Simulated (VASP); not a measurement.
A run of VASP 6.6.1:

The input INCAR:

```
PREC = Accurate
ENCUT = 520
EDIFF = 1E-6
ISMEAR = 0
SIGMA = 0.05
LREAL = F
LASPH = T
NELM = 60
ALGO = Normal
ISIF = 2
LWAVE = F
LCHARG = F
GGA = PE
NBANDS = 24
```

KPOINTS

```
Automatic mesh
0
Gamma
  9 9 4
```

The input POSCAR:

```
SrO
1.0
    3.5769478779      0.0000000000      0.0000000000
   -1.7884739390      3.0977277303      0.0000000000
    0.0000000000      0.0000000000      6.2426216355
Sr O
2 2
Direct
    0.3333333333      0.6666666667      0.2500000000
    0.6666666667      0.3333333333      0.7500000000
   -0.0858398940     -0.0920029211      0.0000000000
    0.0858398940      0.0920029211      0.5000000000
```

Potentials or basis: VASP PAW PBE potentials, release 64 (Sr_sv, O).

Command:

```sh
$ cat potpaw_PBE.64/Sr_sv/POTCAR potpaw_PBE.64/O/POTCAR > POTCAR
$ mpirun -np 1 vasp_std > vasp.out
```

Hardware: 1 thread of Intel(R) Xeon(R) 6975P-C (Granite Rapids), on a shared host.

Task: How long does it take, and how much memory?

Result: It took 88 s on 1 thread of Intel(R) Xeon(R) 6975P-C (Granite Rapids), on a shared host, peak memory 0.3 GiB. Counts: scf iterations 14, k points 123.
